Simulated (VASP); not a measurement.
# C (Fmmm) in VASP: notebook

The runs below take C through single point, with r2SCAN.

Everything below comes from runs of VASP 6.6.1. Logs are shortened: lines on timing, memory, paths and dates and some standing lists are left out, and cuts for length are marked.

## Step 1: The cell of the first run

Symmetry: Fmmm, No. 69, orthorhombic system. The conventional cell has a = 4.858 Å, b = 6.836 Å, c = 6.905 Å, α = 90.00°, β = 90.00°, γ = 90.00°. C (site symmetry m) has 4 C at 1.47 to 1.58 Å within 2.0 Å. C (site symmetry m) has 4 C at 1.46 to 1.58 Å within 2.0 Å.

## Step 2: Single point, r2SCAN (strain +0.0100 x Voigt [0, 0, 0, 1, 0, 0])

Input file POSCAR:

```
C
1.0
   -2.4291088834      2.4412544278      2.4412544278
    2.4291088834     -2.4169633390      2.4169633390
    2.4291088834      2.4169633390     -2.4169633390
C
8
Direct
    0.3254551632      0.0000000000      0.0000000000
    0.6745448368      0.6745448368      0.6745448368
    0.0000000000      0.3254551632      0.0000000000
    0.0000000000      0.0000000000      0.3254551632
    0.0000000000      0.6745448368      0.0000000000
    0.3254551632      0.3254551632      0.3254551632
    0.6745448368      0.0000000000      0.0000000000
    0.0000000000      0.0000000000      0.6745448368
```

Input file INCAR.step1:

```
PREC     = Accurate       # precision mode
ENCUT    = 520            # plane-wave cutoff, eV
ISMEAR   = 0              # smearing method
SIGMA    = 0.05           # smearing width, eV
LREAL    = False          # projectors in reciprocal space
LASPH    = True           # aspherical terms in the spheres
NELM     = 60             # most SCF steps
NBANDS   = 26             # bands
GGA      = PE             # functional
ALGO     = Normal         # electronic algorithm
EDIFF    = 1E-4           # SCF threshold, eV
LWAVE    = True           # write WAVECAR
LCHARG   = False          # write CHGCAR
```

Input file INCAR.step2:

```
PREC     = Accurate       # precision mode
ENCUT    = 520            # plane-wave cutoff, eV
EDIFF    = 1E-6           # SCF threshold, eV
ISMEAR   = 0              # smearing method
SIGMA    = 0.05           # smearing width, eV
LREAL    = False          # projectors in reciprocal space
LASPH    = True           # aspherical terms in the spheres
NELM     = 60             # most SCF steps
ALGO     = Normal         # electronic algorithm
ISIF     = 2              # what is computed and relaxed
LWAVE    = False          # write WAVECAR
LCHARG   = True           # write CHGCAR
METAGGA  = R2SCAN         # meta-GGA
LMIXTAU  = True         
LELF     = True           # ELF
LVHAR    = True         
NBANDS   = 26             # bands
ISTART   = 1
```

Input file KPOINTS:

```
Automatic mesh
0
Gamma
  8 8 8
```

Potentials or basis: VASP PAW PBE potentials, release 64 (C).

Launch:

```bash
$ cat potpaw_PBE.64/C/POTCAR > POTCAR
$ cp INCAR.step1 INCAR
$ mpirun -np 1 vasp_std > vasp.out
$ cp INCAR.step2 INCAR
$ mpirun -np 1 vasp_std > vasp.out
```

OUTCAR:

```text
PREC = Accurate
   ENCUT = 520
   EDIFF = 1E-6
   ISMEAR = 0
   LREAL = False
   LASPH = True
   NELM = 60
   ISIF = 2
   METAGGA = R2SCAN
   ISTART = 1

 ion  position               nearest neighbor table
   1  0.325  0.000  0.000-   7 1.47   6 1.58   5 1.58   8 1.58
   2  0.675  0.675  0.675-   6 1.47   7 1.58   5 1.58   8 1.58
   3  0.000  0.325  0.000-   5 1.46   8 1.58   7 1.58   6 1.58
   4  0.000  0.000  0.325-   8 1.46   5 1.58   7 1.58   6 1.58
   5  0.000  0.675  0.000-   3 1.46   4 1.58   1 1.58   2 1.58
   6  0.325  0.325  0.325-   2 1.47   1 1.58   3 1.58   4 1.58
   7  0.675  0.000  0.000-   1 1.47   2 1.58   3 1.58   4 1.58
   8  0.000  0.000  0.675-   4 1.46   3 1.58   1 1.58   2 1.58

  LATTYP: Found a face centered orthorhombic cell.
 ALAT       =     4.8582177668
 B/A-ratio  =     1.4071424946
 C/A-ratio  =     1.4212846302

  Lattice vectors:

 A1 = (   0.0000000000,   4.8582177668,   0.0242910888)
 A2 = (   2.4291088834,   2.4412544278,   2.4412544278)
 A3 = (   2.4291088834,   2.4169633390,  -2.4169633390)

Analysis of symmetry for initial positions (statically):
=====================================================================
 Subroutine PRICEL returns:
 Original cell was already a primitive cell.

 Routine SETGRP: Setting up the symmetry group for a
 face centered orthorhombic supercell.

 Subroutine GETGRP returns: Found  8 space group operations
 (whereof  8 operations were pure point group operations)
 out of a pool of  8 trial point group operations.

The static configuration has the point symmetry D_2h.

Analysis of symmetry for dynamics (positions and initial velocities):
=====================================================================
 Subroutine PRICEL returns:
 Original cell was already a primitive cell.

 Routine SETGRP: Setting up the symmetry group for a
 face centered orthorhombic supercell.

 Subroutine GETGRP returns: Found  8 space group operations
 (whereof  8 operations were pure point group operations)
 out of a pool of  8 trial point group operations.

The dynamic configuration has the point symmetry D_2h.

 Subroutine INISYM returns: Found  8 space group operations
 (whereof  8 operations are pure point group operations),
 and found     1 'primitive' translations

----------------------------------------------------------------------------------------

                                     Primitive cell

  volume of cell :      57.3311

  direct lattice vectors                    reciprocal lattice vectors
    -2.429108883  2.441254428  2.441254428     0.000000000  0.204812737  0.204812737
     2.429108883 -2.416963339  2.416963339     0.205836800 -0.001029210  0.205841946
     2.429108883  2.416963339 -2.416963339     0.205836800  0.205841946 -0.001029210

  length of vectors
     4.221376118  4.193327263  4.193327263     0.289648950  0.291102653  0.291102653

  position of ions in fractional coordinates (direct lattice)
     0.325455163  0.000000000  0.000000000
     0.674544837  0.674544837  0.674544837
     0.000000000  0.325455163  1.000000000
     0.000000000  1.000000000  0.325455163
     0.000000000  0.674544837  1.000000000
     0.325455163  0.325455163  0.325455163
     0.674544837  0.000000000  0.000000000
     0.000000000  1.000000000  0.674544837

  ion indices of the primitive-cell ions
   primitive index   ion index
                 1           1
                 2           2
                 3           3
                 4           4
                 5           5
                 6           6
                 7           7
                 8           8

----------------------------------------------------------------------------------------

 KPOINTS: Automatic mesh

Automatic generation of k-mesh.
 Grid dimensions read from file:
 generate k-points for:    8    8    8

 Generating k-lattice:

  Cartesian coordinates                     Fractional coordinates (reciprocal lattice)
     0.000000000  0.025601592  0.025601592     0.125000000  0.000000000  0.000000000
     0.025729600 -0.000128651  0.025730243     0.000000000  0.125000000 -0.000000000
     0.025729600  0.025730243 -0.000128651     0.000000000 -0.000000000  0.125000000

  Length of vectors
     0.036206119  0.036387832  0.036387832

  Shift w.r.t. Gamma in fractional coordinates (k-lattice)
     0.000000000  0.000000000  0.000000000

 Subroutine IBZKPT returns following result:
 ===========================================

 Found     95 irreducible k-points:

 Following reciprocal coordinates:
            Coordinates               Weight
  0.000000  0.000000  0.000000      1.000000
  0.125000  0.000000  0.000000      2.000000
  0.250000  0.000000  0.000000      2.000000
  0.375000  0.000000  0.000000      2.000000
  0.500000  0.000000  0.000000      1.000000
 -0.000000  0.125000 -0.000000      8.000000
[... 16 lines left out ...]
  0.125000  0.125000  0.125000      4.000000
  0.250000  0.125000  0.125000      4.000000
[... 35 lines left out ...]
   EFERMI_NEDOS =   21; number of points for ismear=-14 and -15
   IALGO  =     38    algorithm
   IMIX   =      4    mixing-type and parameters
     AMIX     =   0.40;   BMIX     =  1.00
     AMIX_MAG =   1.60;   BMIX_MAG =  1.00
  volume/ion in A,a.u.               =       7.17        48.36
  Fermi-wavevector in a.u.,A,eV,Ry     =   1.347912  2.547184 24.719964  1.816866
  Thomas-Fermi vector in A             =   2.475624
   LORBIT       =      0    0 simple, 1 ext, 2 COOP (PROOUT), +10 PAW based schemes
   METAGGA = R2SCAN    functional components
   LHFCALC =     F    Hartree Fock is set to
   AEXX    =    0.0000 exact exchange contribution
   IVDW    =     0    specifies the selected vdW correction
   LEPSILON=     F    determine dielectric tensor
   LRPA    =     F    only Hartree local field effects (RPA)
 non-spin polarized calculation
 Gauss-broadening in eV      SIGMA  =   0.05
  energy-cutoff  :      520.00
  volume of cell :       57.33
 maximum number of plane-waves:      1560
   NGX = 15   NGY = 15   NGZ = 15

 number of electron      32.0000001 magnetization

 Free energy of the ion-electron system (eV)
  ---------------------------------------------------
  ext. energy  EPLUGINS =         0.00000000
  ---------------------------------------------------
  free energy    TOTEN  =       -73.00624783 eV

  energy without entropy =      -73.00624783  energy(sigma->0) =      -73.00624783

 E-fermi :   6.9310     XC(G=0): -12.4570

 val. band max:        6.6604883322   @ k =   0.5000   0.5000   0.5000
 cond. band min:       9.7458186075   @ k =   0.1250  -0.3750   0.1250
 fundamental gap:      3.0853302753
 Fermi energy:         6.9310386331

 k-point     1 :       0.0000    0.0000    0.0000
  band No.  band energies     occupation
      1     -15.4618      2.00000
      2      -7.0156      2.00000
      3      -6.9663      2.00000
      4      -6.9163      2.00000
      5      -6.1351      2.00000
      6      -6.0880      2.00000
[... 18 lines left out ...]
     25      18.3928      0.00000
     26      18.5419      0.00000

 k-point     2 :       0.1250    0.0000    0.0000
  band No.  band energies     occupation
      1     -15.3589      2.00000
      2      -8.0772      2.00000
      3      -7.5782      2.00000
      4      -6.8815      2.00000
      5      -6.2228      2.00000
      6      -5.8594      2.00000
[... 18 lines left out ...]
     25      18.2346      0.00000
     26      18.6738      0.00000

 k-point     3 :       0.2500    0.0000    0.0000
  band No.  band energies     occupation
      1     -15.0765      2.00000
      2      -9.4002      2.00000
      3      -8.2457      2.00000
      4      -6.7957      2.00000
      5      -6.4174      2.00000
      6      -5.9000      2.00000
[... 572 lines left out ...]
 k-point    23 :       0.1250    0.1250    0.1250
  band No.  band energies     occupation
      1     -14.9154      2.00000
      2      -9.7552      2.00000
      3      -8.2273      2.00000
      4      -8.2199      2.00000
      5      -5.1753      2.00000
      6      -4.8988      2.00000
[... 18 lines left out ...]
     25      18.5574      0.00000
     26      18.8835      0.00000

 k-point    24 :       0.2500    0.1250    0.1250
  band No.  band energies     occupation
      1     -14.6198      2.00000
      2     -10.3147      2.00000
      3      -9.0264      2.00000
      4      -8.3351      2.00000
      5      -5.1515      2.00000
      6      -4.8007      2.00000
[... 18 lines left out ...]
     25      18.9764      0.00000
     26      19.1113      0.00000

 [... further k-points ...]

------------------------ aborting loop because EDIFF is reached ----------------------------------------

  FORCE on cell =-STRESS in cart. coord.  units (eV):
  Direction    XX          YY          ZZ          XY          YZ          ZX
  --------------------------------------------------------------------------------------
  -------------------------------------------------------------------------------------
  Total        0.3181008      0.3167449      0.3167449      0.0000000     -1.0829306      0.0000000
  in kB        8.8896614      8.8517703      8.8517703      0.0000000    -30.2636381      0.0000000
  external PRESSURE =       8.8644006 kB  Pullay stress =       0.0000000 kB

 VOLUME and BASIS-vectors are now :
 -----------------------------------------------------------------------------
  energy-cutoff  :      520.00
  volume of cell :       57.33
      direct lattice vectors                 reciprocal lattice vectors
    -2.429108883  2.441254428  2.441254428     0.000000000  0.204812737  0.204812737
     2.429108883 -2.416963339  2.416963339     0.205836800 -0.001029210  0.205841946
     2.429108883  2.416963339 -2.416963339     0.205836800  0.205841946 -0.001029210

 POSITION                                       TOTAL-FORCE (eV/Angst)
 -----------------------------------------------------------------------------------
     -0.79057      0.79452      0.79452        -0.035175      0.036572      0.036572
      1.63854      1.64674      1.64674        -0.035175     -0.036572     -0.036572
      0.79057     -0.78661      0.78661         0.019764     -0.020416      0.020416
      0.79057      0.78661     -0.78661         0.019764      0.020416     -0.020416
      1.63854     -1.63035      1.63035        -0.019764      0.020416     -0.020416
      0.79057      0.79452      0.79452         0.035175      0.036572      0.036572
     -1.63854      1.64674      1.64674         0.035175     -0.036572     -0.036572
      1.63854      1.63035     -1.63035        -0.019764     -0.020416      0.020416
 -----------------------------------------------------------------------------------
    total drift:                               -0.000000     -0.000000      0.000000

  FREE ENERGIE OF THE ION-ELECTRON SYSTEM (eV)
  ---------------------------------------------------
  free  energy   TOTEN  =       -73.0062478255 eV

  energy  without entropy=      -73.0062478255  energy(sigma->0) =      -73.00624783
```

It took 9 min on 1 thread of Intel Xeon 8259CL, shared host; peak memory 0.24 GiB.

Results:

* Free energy: -73.0062 eV
* Pressure: 0.9 GPa
* Largest force: 0.063 eV/Å
* Band gap on the k mesh: 3.09 eV (least direct gap 4.06 eV)

Forces on the atoms (eV/Å):
```
C   -0.035  0.037  0.037
C   -0.035 -0.037 -0.037
C    0.020 -0.020  0.020
C    0.020  0.020 -0.020
C   -0.020  0.020 -0.020
C    0.035  0.037  0.037
C    0.035 -0.037 -0.037
C   -0.020 -0.020  0.020
```

Stress tensor (GPa, compression positive):
```
 0.89  0.00  0.00
 0.00  0.89 -3.03
 0.00 -3.03  0.89
```

Caveat: the cell differs from its parent crystal (strain +0.0100 x Voigt [0, 0, 0, 1, 0, 0]); the PAW data sets were made with another functional, which shifts forces and pressure a little. A k mesh can miss the band edges.

## Step 3: Single point, r2SCAN (strain +0.0150 x Voigt [0, 0, 0, 1, 0, 0])

Changes to POSCAR since step 2:

```diff
@@ -2,5 +2,5 @@
 1.0
-   -2.4291088834      2.4412544278      2.4412544278
-    2.4291088834     -2.4169633390      2.4169633390
-    2.4291088834      2.4169633390     -2.4169633390
+   -2.4291088834      2.4473272000      2.4473272000
+    2.4291088834     -2.4108905668      2.4108905668
+    2.4291088834      2.4108905668     -2.4108905668
 C
```

Input file INCAR.step1:

```
  PREC = Accurate
  ENCUT = 520
  ISMEAR = 0
  SIGMA = 0.05
  LREAL = F
  LASPH = T
  NELM = 60
  NBANDS = 26
  GGA = PE
  ALGO = Normal
  EDIFF = 1E-4
  LWAVE = T
  LCHARG = F
```

Input file INCAR.step2:

```
  PREC = Accurate
  ENCUT = 520
  EDIFF = 1E-6
  ISMEAR = 0
  SIGMA = 0.05
  LREAL = F
  LASPH = T
  NELM = 60
  ALGO = Normal
  ISIF = 2
  LWAVE = F
  LCHARG = F
  METAGGA = R2SCAN
  LMIXTAU = T
  NBANDS = 26
  ISTART = 1
```

KPOINTS is that of step 2.

Potentials or basis: VASP PAW PBE potentials, release 64 (C).

Launch:

```bash
$ cat potpaw_PBE.64/C/POTCAR > POTCAR
$ cp INCAR.step1 INCAR
$ mpirun -np 1 vasp_std > vasp.out
$ cp INCAR.step2 INCAR
$ mpirun -np 1 vasp_std > vasp.out
```

Wall time 9.1 min (1 thread of Intel Xeon 8259CL, shared host); peak memory 0.24 GiB.

Results (log left out):

- Free energy: -72.9995 eV
- Pressure: 0.9 GPa
- Largest force: 0.068 eV/Å
- Band gap on the k mesh: 3.04 eV (least direct gap 4.03 eV)

Forces on the atoms (eV/Å):
```
C   -0.038  0.040  0.040
C   -0.038 -0.040 -0.040
C    0.014 -0.016  0.016
C    0.014  0.016 -0.016
C   -0.014  0.016 -0.016
C    0.038  0.040  0.040
C    0.038 -0.040 -0.040
C   -0.014 -0.016  0.016
```

Stress tensor (GPa, compression positive):
```
 0.90  0.00  0.00
 0.00  0.89 -4.54
 0.00 -4.54  0.89
```

Levels at points of the mesh, in eV from the valence-band top:
```csv
k point,band 12,band 13,band 14,band 15,band 16,band 17,band 18,band 19,band 20,band 21
"(0.00, 0.00, 0.00)",-5.53,-5.53,-0.56,-0.43,-0.30,4.07,4.12,4.17,8.41,9.06
"(0.50, 0.00, 0.00)",-5.08,-3.55,-3.37,-2.54,-2.22,4.06,5.54,6.06,6.64,7.42
"(0.00, 0.50, 0.00)",-5.12,-3.49,-3.30,-2.51,-2.31,4.06,5.61,6.15,6.58,7.45
"(0.00, 0.50, 0.50)",-5.07,-3.45,-3.22,-2.49,-2.41,4.07,5.68,6.23,6.53,7.50
"(0.50, 0.50, 0.50)",-6.70,-6.55,-0.17,-0.09,0.00,4.03,6.03,6.09,6.16,8.86
```

Caveat: the cell differs from its parent crystal (strain +0.0150 x Voigt [0, 0, 0, 1, 0, 0]); the PAW data sets were made with another functional, which shifts forces and pressure a little.

## Step 4: Single point, r2SCAN (strain +0.0050 x Voigt [0, 0, 0, 1, 0, 0])

Changes to POSCAR since step 3:

```diff
@@ -2,5 +2,5 @@
 1.0
-   -2.4291088834      2.4473272000      2.4473272000
-    2.4291088834     -2.4108905668      2.4108905668
-    2.4291088834      2.4108905668     -2.4108905668
+   -2.4291088834      2.4351816556      2.4351816556
+    2.4291088834     -2.4230361112      2.4230361112
+    2.4291088834      2.4230361112     -2.4230361112
 C
```

Input file INCAR.step1:

```
PREC = Accurate ; ENCUT = 520
ISMEAR = 0 ; SIGMA = 0.05
LREAL = F ; LASPH = T
NELM = 80 ; NBANDS = 26
GGA = PE ; ALGO = Normal
EDIFF = 1E-4 ; LWAVE = T
LCHARG = F
```

Input file INCAR.step2:

```
PREC = Accurate ; ENCUT = 520
EDIFF = 1E-6 ; ISMEAR = 0
SIGMA = 0.05 ; LREAL = F
LASPH = T ; NELM = 80
ALGO = Normal ; ISIF = 2
LWAVE = F ; LCHARG = T
METAGGA = R2SCAN ; LMIXTAU = T
LELF = T ; LVHAR = T
NBANDS = 26 ; ISTART = 1
```

KPOINTS is that of step 3.

Launch:

```bash
$ cat potpaw_PBE.64/C/POTCAR > POTCAR
$ cp INCAR.step1 INCAR
$ mpirun -np 1 vasp_std > vasp.out
$ cp INCAR.step2 INCAR
$ mpirun -np 1 vasp_std > vasp.out
```

Wall time 8.4 min (1 thread of Intel Xeon 8259CL, shared host); peak memory 0.24 GiB.

Results (log left out):

```yaml
Free_energy: -73.0103 eV
Pressure: 0.9 GPa
Largest_force: 0.056 eV/Å
Band_gap_on_the_k_mesh: 3.13 eV (least direct gap 4.09 eV)
```

Forces in eV/Å, atoms in the order of the input:
```
C   -0.032  0.033  0.033
C   -0.032 -0.033 -0.033
C    0.024 -0.025  0.025
C    0.024  0.025 -0.025
C   -0.024  0.025 -0.025
C    0.032  0.033  0.033
C    0.032 -0.033 -0.033
C   -0.024 -0.025  0.025
```

Stress tensor (GPa, compression positive):
```
 0.88  0.00  0.00
 0.00  0.88 -1.51
 0.00 -1.51  0.88
```

Levels at points of the mesh, in eV from the valence-band top:
```tsv
k point	band 14	band 15	band 16	band 17	band 18	band 19
(0.00, 0.00, 0.00)	-0.42	-0.38	-0.33	4.16	4.18	4.19
(0.50, 0.00, 0.00)	-3.26	-2.46	-2.22	4.12	5.65	6.18
(0.00, 0.50, 0.00)	-3.24	-2.45	-2.26	4.12	5.67	6.20
(0.00, 0.50, 0.50)	-3.21	-2.45	-2.29	4.12	5.69	6.23
(0.50, 0.50, 0.50)	-0.06	-0.03	0.00	4.09	6.13	6.15
```

Caveat: the cell differs from its parent crystal (strain +0.0050 x Voigt [0, 0, 0, 1, 0, 0]); the PAW data sets were made with another functional, which shifts forces and pressure a little. A k mesh can miss the band edges.

## Step 5: Summary

| cell | gap on the mesh (eV) | pressure (GPa) | largest force (eV/Å) |
| --- | --- | --- | --- |
| a = 4.221, b = 4.193, c = 4.193 Å, angles 109.2, 109.5, 109.5°, 8 atoms | 3.09 | 0.9 | 0.06 |
| a = 4.228, b = 4.186, c = 4.186 Å, angles 109.1, 109.5, 109.5°, 8 atoms | 3.04 | 0.9 | 0.07 |
| a = 4.214, b = 4.200, c = 4.200 Å, angles 109.3, 109.5, 109.5°, 8 atoms | 3.13 | 0.9 | 0.06 |

Alike in all rows: task single point; level r2SCAN; potentials or basis VASP PAW PBE potentials, release 64 (C); no spin polarisation; k mesh 8 × 8 × 8; cutoff (eV) 520; smearing gaussian 0.05 eV.

Caveats: the PAW data sets were made with another functional, which shifts forces and pressure a little.

Absolute energies hang on the potentials; compare differences alone.
